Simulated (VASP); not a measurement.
# ZnO (Fm-3m) in VASP: a series of runs

ZnO is run at these levels: r2SCAN; tasks: single point.

Everything below comes from runs of VASP 6.6.1. Logs are shortened: lines on timing, memory, paths and dates and some standing lists are left out, and cuts for length are marked.

### 1 The cell of the first run

It takes space group Fm-3m (No. 225, cubic). Conventional cell: a = 4.268 Å, b = 4.268 Å, c = 4.268 Å, α = 90.00°, β = 90.00°, γ = 90.00°. Zn (site symmetry m-3m) has 6 O at 2.13 Å within 2.8 Å. O (site symmetry m-3m) has 6 Zn at 2.13 Å within 2.8 Å.

### 2 Single point, r2SCAN

Contents of POSCAR:

```
ZnO
1.0
    0.0000000000      2.1337703831      2.1337703831
    2.1337703831      0.0000000000      2.1337703831
    2.1337703831      2.1337703831      0.0000000000
Zn O
1 1
Direct
    0.0000000000      0.0000000000      0.0000000000
    0.5000000000      0.5000000000      0.5000000000
```

Contents of INCAR.step1:

```
SYSTEM = ZnO
PREC = Accurate
ENCUT = 520
ISMEAR = 0
SIGMA = 0.5
LREAL = .FALSE.
LASPH = .TRUE.
NELM = 80
NBANDS = 16
GGA = PE
ALGO = Normal
EDIFF = 1E-4
LWAVE = .TRUE.
LCHARG = .FALSE.
```

Contents of INCAR.step2:

```
SYSTEM = ZnO
PREC = Accurate
ENCUT = 520
EDIFF = 1E-6
ISMEAR = 0
SIGMA = 0.5
LREAL = .FALSE.
LASPH = .TRUE.
NELM = 80
ALGO = Normal
ISIF = 2
LWAVE = .FALSE.
LCHARG = .FALSE.
METAGGA = R2SCAN
LMIXTAU = .TRUE.
NBANDS = 16
ISTART = 1
```

Contents of KPOINTS:

```
regular mesh
0
G
  8 8 8
  0 0 0
```

Potentials or basis: VASP PAW PBE potentials, release 64 (Zn, O).

Command:

```sh
> cat potpaw_PBE.64/Zn/POTCAR potpaw_PBE.64/O/POTCAR > POTCAR
> cp INCAR.step1 INCAR
> mpirun -np 1 vasp_std > vasp.out
> cp INCAR.step2 INCAR
> mpirun -np 1 vasp_std > vasp.out
```

OUTCAR:

```text
SYSTEM = ZnO
   PREC = Accurate
   ENCUT = 520
   EDIFF = 1E-6
   ISMEAR = 0
   LREAL = .FALSE.
   LASPH = .TRUE.
   NELM = 80
   ISIF = 2
   METAGGA = R2SCAN
   ISTART = 1

 ion  position               nearest neighbor table
   1  0.000  0.000  0.000-   2 2.13   2 2.13   2 2.13   2 2.13   2 2.13   2 2.13
   2  0.500  0.500  0.500-   1 2.13   1 2.13   1 2.13   1 2.13   1 2.13   1 2.13

  LATTYP: Found a face centered cubic cell.
 ALAT       =     4.2675407662

  Lattice vectors:

 A1 = (   0.0000000000,   2.1337703831,   2.1337703831)
 A2 = (   2.1337703831,   0.0000000000,   2.1337703831)
 A3 = (   2.1337703831,   2.1337703831,   0.0000000000)

Analysis of symmetry for initial positions (statically):
=====================================================================
 Subroutine PRICEL returns:
 Original cell was already a primitive cell.

 Routine SETGRP: Setting up the symmetry group for a
 face centered cubic supercell.

 Subroutine GETGRP returns: Found 48 space group operations
 (whereof 48 operations were pure point group operations)
 out of a pool of 48 trial point group operations.

The static configuration has the point symmetry O_h .

Analysis of symmetry for dynamics (positions and initial velocities):
=====================================================================
 Subroutine PRICEL returns:
 Original cell was already a primitive cell.

 Routine SETGRP: Setting up the symmetry group for a
 face centered cubic supercell.

 Subroutine GETGRP returns: Found 48 space group operations
 (whereof 48 operations were pure point group operations)
 out of a pool of 48 trial point group operations.

The dynamic configuration has the point symmetry O_h .

 Subroutine INISYM returns: Found 48 space group operations
 (whereof 48 operations are pure point group operations),
 and found     1 'primitive' translations

----------------------------------------------------------------------------------------

                                     Primitive cell

  volume of cell :      19.4300

  direct lattice vectors                    reciprocal lattice vectors
     0.000000000  2.133770383  2.133770383    -0.234326994  0.234326994  0.234326994
     2.133770383  0.000000000  2.133770383     0.234326994 -0.234326994  0.234326994
     2.133770383  2.133770383  0.000000000     0.234326994  0.234326994 -0.234326994

  length of vectors
     3.017607015  3.017607015  3.017607015     0.405866259  0.405866259  0.405866259

  position of ions in fractional coordinates (direct lattice)
     0.000000000  0.000000000  0.000000000
     0.500000000  0.500000000  0.500000000

  ion indices of the primitive-cell ions
   primitive index   ion index
                 1           1
                 2           2

----------------------------------------------------------------------------------------

 KPOINTS: regular mesh

Automatic generation of k-mesh.
 Grid dimensions read from file:
 generate k-points for:    8    8    8

 Generating k-lattice:

  Cartesian coordinates                     Fractional coordinates (reciprocal lattice)
    -0.029290874  0.029290874  0.029290874     0.125000000  0.000000000  0.000000000
     0.029290874 -0.029290874  0.029290874     0.000000000  0.125000000  0.000000000
     0.029290874  0.029290874 -0.029290874     0.000000000  0.000000000  0.125000000

  Length of vectors
     0.050733282  0.050733282  0.050733282

  Shift w.r.t. Gamma in fractional coordinates (k-lattice)
     0.000000000  0.000000000  0.000000000

 Subroutine IBZKPT returns following result:
 ===========================================

 Found     29 irreducible k-points:

 Following reciprocal coordinates:
            Coordinates               Weight
  0.000000  0.000000  0.000000      1.000000
  0.125000  0.000000  0.000000      8.000000
  0.250000  0.000000  0.000000      8.000000
  0.375000  0.000000  0.000000      8.000000
  0.500000  0.000000  0.000000      4.000000
  0.125000  0.125000  0.000000      6.000000
[... 16 lines left out ...]
  0.500000  0.250000  0.125000     48.000000
 -0.375000  0.250000  0.125000     24.000000
 [... further k-points ...]
   k-points           NKPTS =     29   k-points in BZ     NKDIM =     29   number of bands    NBANDS=     16
   number of dos      NEDOS =    301   number of ions     NIONS =      2
   total plane-waves  NPLWV =  13824
   dimension x,y,z NGX =    24 NGY =   24 NGZ =   24
   dimension x,y,z NGXF=    48 NGYF=   48 NGZF=   48
   ions per type =               1   1
   NGX,Y,Z   is equivalent  to a cutoff of  13.22, 13.22, 13.22 a.u.
   NGXF,Y,Z  is equivalent  to a cutoff of  26.44, 26.44, 26.44 a.u.
 SYSTEM =  ZnO
   PREC   = accura    normal or accurate (medium, high low for compatibility)
   ISTART =      1    job   : 0-new  1-cont  2-samecut
   ICHARG =      0    charge: 1-file 2-atom 10-const
   ISPIN  =      1    spin polarized calculation?
   LNONCOLLINEAR =      F non collinear calculations
   LSORBIT =      F    spin-orbit coupling
   LASPH  =      T    aspherical Exc in radial PAW
   ENCUT  =  520.0 eV  38.22 Ry    6.18 a.u.   5.61  5.61  5.61*2*pi/ulx,y,z
   NELM   =     80;   NELMIN=  2; NELMDL=  0     # of ELM steps
   EDIFF  = 0.1E-05   stopping-criterion for ELM
   LREAL  =      F    real-space projection
[... 7 lines left out ...]
   TEBEG  =    0.0;   TEEND  =   0.0 temperature during run
   PSTRESS=    0.0 pullay stress
   NELECT =      18.0000    total number of electrons
   NUPDOWN=      -1.0000    fix difference up-down
   EMIN   =  10.00;   EMAX   =-10.00  energy-range for DOS
   EFERMI =   0.00;   METHOD = LEGACY
   ISMEAR =     0;   SIGMA  =   0.50  broadening in eV -4-tet -1-fermi 0-gaus
   EFERMI_NEDOS =   21; number of points for ismear=-14 and -15
   IALGO  =     38    algorithm
   IMIX   =      4    mixing-type and parameters
     AMIX     =   0.40;   BMIX     =  1.00
     AMIX_MAG =   1.60;   BMIX_MAG =  1.00
  volume/ion in A,a.u.               =       9.72        65.56
  Fermi-wavevector in a.u.,A,eV,Ry     =   1.595908  3.015830 34.653003  2.546924
  Thomas-Fermi vector in A             =   2.693754
   LORBIT       =      0    0 simple, 1 ext, 2 COOP (PROOUT), +10 PAW based schemes
   METAGGA = R2SCAN    functional components
   LHFCALC =     F    Hartree Fock is set to
   AEXX    =    0.0000 exact exchange contribution
   IVDW    =     0    specifies the selected vdW correction
   LEPSILON=     F    determine dielectric tensor
   LRPA    =     F    only Hartree local field effects (RPA)
 non-spin polarized calculation
 Gauss-broadening in eV      SIGMA  =   0.50
  energy-cutoff  :      520.00
  volume of cell :       19.43
 maximum number of plane-waves:       544
 NGX is ok and might be reduce to    24
   NGX = 11   NGY = 11   NGZ = 11

 number of electron      18.0000003 magnetization

 Free energy of the ion-electron system (eV)
  ---------------------------------------------------
  ext. energy  EPLUGINS =         0.00000000
  ---------------------------------------------------
  free energy    TOTEN  =       -17.94889119 eV

  energy without entropy =      -17.94839096  energy(sigma->0) =      -17.94864107

 E-fermi :   3.4750     XC(G=0): -13.1270

 val. band max:        2.4555277828   @ k =   0.5000   0.0000   0.0000
 cond. band min:       4.0023772907   @ k =   0.0000   0.0000   0.0000
 fundamental gap:      1.5468495079
 Fermi energy:         3.4750113138

 k-point     1 :       0.0000    0.0000    0.0000
  band No.  band energies     occupation
      1     -17.1543      2.00000
      2      -2.4586      2.00000
      3      -2.4585      2.00000
      4      -2.4585      2.00000
      5      -2.2705      2.00000
      6      -2.2705      2.00000
[... 8 lines left out ...]
     15      23.1964      0.00000
     16      23.1967      0.00000

 k-point     2 :       0.1250    0.0000    0.0000
  band No.  band energies     occupation
      1     -16.9871      2.00000
      2      -2.6026      2.00000
      3      -2.5463      2.00000
      4      -2.5462      2.00000
      5      -2.3585      2.00000
      6      -2.3584      2.00000
[... 8 lines left out ...]
     15      23.1917      0.00000
     16      23.1918      0.00000

 k-point     3 :       0.2500    0.0000    0.0000
  band No.  band energies     occupation
      1     -16.5517      2.00000
      2      -3.3670      2.00000
      3      -2.9886      2.00000
      4      -2.9886      2.00000
      5      -2.2392      2.00000
      6      -2.2391      2.00000
[... 8 lines left out ...]
     15      24.4801      0.00000
     16      24.4802      0.00000

 k-point     4 :       0.3750    0.0000    0.0000
  band No.  band energies     occupation
      1     -16.0588      2.00000
      2      -4.5103      2.00000
      3      -3.3633      2.00000
      4      -3.3632      2.00000
      5      -2.1015      2.00000
      6      -2.1014      2.00000
[... 8 lines left out ...]
     15      26.6605      0.00000
     16      26.6607      0.00000

 k-point     5 :       0.5000    0.0000    0.0000
  band No.  band energies     occupation
      1     -15.8329      2.00000
      2      -5.0139      2.00000
      3      -3.5029      2.00000
      4      -3.5029      2.00000
      5      -2.0431      2.00000
      6      -2.0430      2.00000
[... 8 lines left out ...]
     15      28.3707      0.00000
     16      28.3710      0.00000

 k-point     6 :       0.1250    0.1250    0.0000
  band No.  band energies     occupation
      1     -16.9357      2.00000
      2      -2.8294      2.00000
      3      -2.5191      2.00000
      4      -2.4635      2.00000
      5      -2.4635      2.00000
      6      -2.2415      2.00000
[... 8 lines left out ...]
     15      25.8709      0.00000
     16      26.0194      0.00000

 k-point     7 :       0.2500    0.1250    0.0000
  band No.  band energies     occupation
      1     -16.6011      2.00000
      2      -3.3990      2.00000
      3      -2.7689      2.00000
      4      -2.6571      2.00000
      5      -2.3737      2.00000
      6      -2.1840      2.00000
[... 8 lines left out ...]
     15      25.8006      0.00000
     16      26.8897      0.00000

 k-point     8 :       0.3750    0.1250    0.0000
  band No.  band energies     occupation
      1     -16.1371      2.00000
      2      -4.1252      2.00000
      3      -3.2533      2.00000
      4      -3.0730      2.00000
      5      -2.2278      2.00000
      6      -2.0685      2.00000
[... 8 lines left out ...]
     15      26.0811      0.00000
     16      28.1125      0.00000

 k-point     9 :       0.5000    0.1250    0.0000
  band No.  band energies     occupation
      1     -15.8194      2.00000
      2      -4.7148      2.00000
      3      -3.4654      2.00000
      4      -3.3762      2.00000
      5      -2.0930      2.00000
      6      -2.0289      2.00000
[... 8 lines left out ...]
     15      26.4299      0.00000
     16      28.6585      0.00000
[... 172 lines left out ...]
 k-point    19 :       0.5000    0.3750    0.0000
  band No.  band energies     occupation
      1     -15.7394      2.00000
      2      -3.4632      2.00000
      3      -2.9599      2.00000
      4      -2.4517      2.00000
      5      -2.0262      2.00000
      6      -1.9573      2.00000
[... 8 lines left out ...]
     15      31.1509      0.00000
     16      32.1141      0.00000

 k-point    20 :      -0.3750    0.3750    0.0000
  band No.  band energies     occupation
      1     -15.6611      2.00000
      2      -3.4751      2.00000
      3      -3.2757      2.00000
      4      -2.9297      2.00000
      5      -2.0407      2.00000
      6      -1.9930      2.00000
[... 8 lines left out ...]
     15      29.2706      0.00000
     16      31.8251      0.00000

 k-point    21 :       0.5000    0.5000    0.0000
  band No.  band energies     occupation
      1     -15.7197      2.00000
      2      -3.2279      2.00000
      3      -2.8744      2.00000
      4      -2.0715      2.00000
      5      -1.9277      2.00000
      6      -1.9276      2.00000
[... 8 lines left out ...]
     15      30.4378      0.00000
     16      34.8750      0.00000

 k-point    22 :       0.3750    0.2500    0.1250
  band No.  band energies     occupation
      1     -16.2623      2.00000
      2      -3.8404      2.00000
      3      -2.9783      2.00000
      4      -2.8554      2.00000
      5      -2.2813      2.00000
      6      -2.0678      2.00000
[... 8 lines left out ...]
     15      27.8065      0.00000
     16      28.0322      0.00000

 k-point    23 :       0.5000    0.2500    0.1250
  band No.  band energies     occupation
      1     -15.8945      2.00000
      2      -4.1812      2.00000
      3      -3.3038      2.00000
      4      -3.0963      2.00000
      5      -2.1596      2.00000
      6      -2.0071      2.00000
[... 8 lines left out ...]
     15      27.0112      0.00000
     16      29.1512      0.00000

 k-point    24 :      -0.3750    0.2500    0.1250
  band No.  band energies     occupation
      1     -15.7322      2.00000
      2      -4.3245      2.00000
      3      -3.3663      2.00000
      4      -3.2988      2.00000
      5      -2.0670      2.00000
      6      -2.0367      2.00000
[... 8 lines left out ...]
     15      25.2257      0.00000
     16      29.9823      0.00000

 [... further k-points ...]

------------------------ aborting loop because EDIFF is reached ----------------------------------------

  FORCE on cell =-STRESS in cart. coord.  units (eV):
  Direction    XX          YY          ZZ          XY          YZ          ZX
  --------------------------------------------------------------------------------------
  -------------------------------------------------------------------------------------
  Total        0.1771366      0.1771366      0.1771366      0.0000000      0.0000000      0.0000000
  in kB       14.6064886     14.6064886     14.6064886      0.0000000      0.0000000      0.0000000
  external PRESSURE =      14.6064886 kB  Pullay stress =       0.0000000 kB

 VOLUME and BASIS-vectors are now :
 -----------------------------------------------------------------------------
  energy-cutoff  :      520.00
  volume of cell :       19.43
      direct lattice vectors                 reciprocal lattice vectors
     0.000000000  2.133770383  2.133770383    -0.234326994  0.234326994  0.234326994
     2.133770383  0.000000000  2.133770383     0.234326994 -0.234326994  0.234326994
     2.133770383  2.133770383  0.000000000     0.234326994  0.234326994 -0.234326994

 POSITION                                       TOTAL-FORCE (eV/Angst)
 -----------------------------------------------------------------------------------
      0.00000      0.00000      0.00000        -0.000000      0.000000      0.000000
      2.13377      2.13377      2.13377         0.000000     -0.000000     -0.000000
 -----------------------------------------------------------------------------------
    total drift:                                0.000000     -0.000000     -0.000000

  FREE ENERGIE OF THE ION-ELECTRON SYSTEM (eV)
  ---------------------------------------------------
  free  energy   TOTEN  =       -17.9488911906 eV

  energy  without entropy=      -17.9483909574  energy(sigma->0) =      -17.94864107
```

Run time: 65 s. Hardware: 1 thread of AMD EPYC 7R43 (Zen 3), shared host; peak memory 0.11 GiB.

What came out:

| Quantity | Value |
| --- | --- |
| Free energy | -17.9489 eV |
| Pressure | 1.5 GPa |
| Band gap on the k mesh | 1.55 eV (least direct gap 2.98 eV) |

Caveat: the PAW data sets were made with another functional, which shifts forces and pressure a little. A k mesh can miss the band edges.

### 3 Single point, r2SCAN

POSCAR is that of step 2.

INCAR.step1: that of step 2 with these lines changed.

```diff
@@ -3,7 +3,7 @@
 ENCUT = 520
-ISMEAR = 0
-SIGMA = 0.5
+ISMEAR = 1
+SIGMA = 0.001
 LREAL = .FALSE.
 LASPH = .TRUE.
-NELM = 80
+NELM = 100
 NBANDS = 16
```

INCAR.step2: that of step 2 with these lines changed.

```diff
@@ -4,7 +4,7 @@
 EDIFF = 1E-6
-ISMEAR = 0
-SIGMA = 0.5
+ISMEAR = 1
+SIGMA = 0.001
 LREAL = .FALSE.
 LASPH = .TRUE.
-NELM = 80
+NELM = 100
 ALGO = Normal
```

Contents of KPOINTS:

```
Automatic mesh
0
G
  8 8 8
  0 0 0
```

Potentials or basis: VASP PAW PBE potentials, release 64 (Zn, O).

Command:

```sh
> cat potpaw_PBE.64/Zn/POTCAR potpaw_PBE.64/O/POTCAR > POTCAR
> cp INCAR.step1 INCAR
> mpirun -np 1 vasp_std > vasp.out
> cp INCAR.step2 INCAR
> mpirun -np 1 vasp_std > vasp.out
```

Run time: 69 s. Hardware: 1 thread of AMD EPYC 7R43 (Zen 3), shared host; peak memory 0.11 GiB.

Results (log left out):

- Free energy: -17.9488 eV
- Pressure: 1.5 GPa
- Band gap on the k mesh: 1.55 eV (least direct gap 2.98 eV)

Levels at points of the mesh, in eV from the valence-band top:
```csv
k point,band 5,band 6,band 7,band 8,band 9,band 10,band 11,band 12,band 13,band 14
"(0.00, 0.00, 0.00)",-4.73,-4.73,-1.44,-1.44,-1.44,1.55,18.83,18.83,18.83,19.30
"(0.50, 0.00, 0.00)",-4.50,-4.50,-3.64,0.00,0.00,6.19,10.06,13.79,13.79,20.37
"(0.50, 0.50, 0.00)",-4.38,-4.38,-4.09,-2.90,-2.90,5.03,11.70,11.95,16.65,16.65
```

Caveat: the PAW data sets were made with another functional, which shifts forces and pressure a little. A k mesh can miss the band edges.

### 4 Single point, r2SCAN

POSCAR is that of step 3.

Contents of INCAR.step1:

```
SYSTEM = ZnO
PREC = Accurate
ENCUT = 520
ISMEAR = 0
SIGMA = 0.01
LREAL = .False.
LASPH = .True.
NELM = 80
NBANDS = 16
ISYM = 0
GGA = PE
ALGO = Normal
EDIFF = 1E-4
LWAVE = .True.
LCHARG = .False.
```

Contents of INCAR.step2:

```
SYSTEM = ZnO
PREC = Accurate
ENCUT = 520
EDIFF = 1E-6
ISMEAR = 0
SIGMA = 0.01
LREAL = .False.
LASPH = .True.
NELM = 80
ALGO = Normal
ISIF = 2
LWAVE = .False.
LCHARG = .True.
METAGGA = R2SCAN
LMIXTAU = .True.
LELF = .True.
LVHAR = .True.
NBANDS = 16
ISYM = 0
ISTART = 1
```

Contents of KPOINTS:

```
Automatic mesh
0
Gamma
  8 8 8
  0 0 0.5
```

Command:

```sh
> cat potpaw_PBE.64/Zn/POTCAR potpaw_PBE.64/O/POTCAR > POTCAR
> cp INCAR.step1 INCAR
> mpirun -np 1 vasp_std > vasp.out
> cp INCAR.step2 INCAR
> mpirun -np 1 vasp_std > vasp.out
```

It took 24 min on 1 thread of AMD EPYC 7R43 (Zen 3), shared host; peak memory 0.37 GiB.

It converged, with:

| Property | Result |
| --- | --- |
| Free energy | -17.9490 eV |
| Pressure | 1.5 GPa |
| Band gap on the k mesh | 1.98 eV (least direct gap 3.31 eV) |

Levels at points of the mesh, in eV from the valence-band top:
| k point | band 5 | band 6 | band 7 | band 8 | band 9 | band 10 | band 11 | band 12 | band 13 | band 14 |
| --- | --- | --- | --- | --- | --- | --- | --- | --- | --- | --- |
| (0.00, 0.00, 0.06) | -4.74 | -4.74 | -1.76 | -1.33 | -1.33 | 1.98 | 17.19 | 18.64 | 18.64 | 20.02 |

Caveat: the PAW data sets were made with another functional, which shifts forces and pressure a little; a shifted mesh leaves out Γ, where band edges can lie. A k mesh can miss the band edges.

### 5 Overview

```csv
k mesh,smearing,gap on the mesh (eV),pressure (GPa)
8 × 8 × 8,gaussian 0.5 eV,1.55,1.5
8 × 8 × 8,methfessel-paxton 0.001 eV,1.55,1.5
"8 × 8 × 8, shifted",gaussian 0.01 eV,1.98,1.5
```

Alike in all rows: task single point; level r2SCAN; potentials or basis VASP PAW PBE potentials, release 64 (Zn, O); no spin polarisation; cell as given; cutoff (eV) 520.

Caveats: the PAW data sets were made with another functional, which shifts forces and pressure a little; a shifted mesh leaves out Γ, where band edges can lie (at least some runs).

Total energies depend on the potentials used, so only differences within one code and one set of settings carry meaning.
